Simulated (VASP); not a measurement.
Input of a VASP 6.6.1 run:

The input INCAR:

```
PREC = Accurate
ENCUT = 520
EDIFF = 1E-6
ISMEAR = 0
SIGMA = 0.15
LREAL = False
LASPH = True
NELM = 80
ALGO = Normal
ISIF = 2
LWAVE = False
LCHARG = True
GGA = PE
LELF = True
LVHAR = True
NBANDS = 16
```

File KPOINTS:

```
regular mesh
0
Gamma
  18 18 10
```

File POSCAR:

```
Ir
1.0
    2.5555000000      0.0000000000      0.0000000000
   -1.2777500000      2.2131279194      0.0000000000
    0.0000000000      0.0000000000      4.3045000000
Ir
2
Direct
    0.6666666667      0.3333333333      0.7500000000
    0.3333333333      0.6666666667      0.2500000000
```

Potentials or basis: VASP PAW PBE potentials, release 64 (Ir).

The run is started by

```console
$ cat potpaw_PBE.64/Ir/POTCAR > POTCAR
$ mpirun -np 1 vasp_std > vasp.out
```

**Question.** What does it give for the band gap on the k mesh?

**Answer.** Zero (band 9 reaches 14.94 eV, above the bottom of band 10 at 10.37 eV).

**Question.** What does it give for the pressure?

**Answer.** 99.6 GPa.

Stress tensor (GPa, compression positive):
```
108.50   0.00   0.00
  0.00 108.50   0.00
  0.00   0.00  81.91
```

Caveat: spin-orbit coupling is left out, which moves the levels of the heavy elements.
